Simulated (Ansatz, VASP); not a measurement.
**KF in VASP and in Ansatz**

INCAR

```
  ALGO = Normal
  EDIFF = 1E-8
  ENCUT = 520
  GGA = PS
  ISIF = 2
  ISMEAR = -1
  LASPH = T
  LCHARG = F
  LEFG = T
  LREAL = F
  LWAVE = F
  NBANDS = 15
  NELM = 80
  PREC = Accurate
  SIGMA = 0.01
```

File KPOINTS:

```
k-points
0
Gamma
  9 9 9
```

File POSCAR:

```
KF
1.0
    0.0000000000      2.6467650000      2.6735000000
    2.6467650000      0.0000000000      2.6735000000
    2.6467650000      2.6467650000      0.0000000000
K F
1 1
Direct
    0.0000000000      0.0000000000      0.0000000000
    0.5000000000      0.5000000000      0.5000000000
```

Input for Ansatz:

```yaml
crystal:
  lattice:
    - [0.0, 2.646765, 2.6735]
    - [2.646765, 0.0, 2.6735]
    - [2.646765, 2.646765, 0.0]
  atoms:
    - { symbol: K, position: [0.0, 0.0, 0.0] }
    - { symbol: F, position: [0.5, 0.5, 0.5] }
kpoints:
  mp_grid: { grid: [9, 9, 9] }
scf:
  occupations: { method: fermi_dirac, width: 0.01 }
hamiltonian:
  xc: pbesol
  pseudopotentials: { kind: paw }
output:
  forces: true
  stress: true
  eigenvalues: true
  efg: { contact_densities: true }
  write_density: true
  write_potential: true
  elf: true
  volumetric_format: npy
```

Change from the starting cell: equal xx and yy strain of -1 %, PAW files.

Alike in both runs: task electric field gradients; functional PBEsol; k mesh 9 × 9 × 9; occupations fermi-dirac, width 0.01 eV; no spin polarisation.

|  | VASP | Ansatz |
| --- | --- | --- |
| version | VASP 6.6.1 | Ansatz 0.2.0 |
| potentials or method | VASP PAW PBE potentials, release 64 (K_sv, F) | PAW with Ansatz's default frozen-core files, scalar-relativistic |
| plane-wave cutoff (eV) | 520 | 420 |
| valence electrons in the cell | 16 | 16 |

|  | VASP | Ansatz | Ansatz less VASP |
| --- | --- | --- | --- |
| gap on the k mesh at the Fermi level (eV) | 6.12 | 6.13 | +0.017 |
| pressure (GPa) | 0.0 | -0.1 | -0.06 |
| traceless stress, the component that is largest in VASP (GPa) | -0.37 | -0.35 | +0.016 |
| size of Vzz on the site where it differs most (V/Å²) | 2.7 | 2.6 | -0.05 |

VASP's potentials were made for PBE, not for PBEsol.
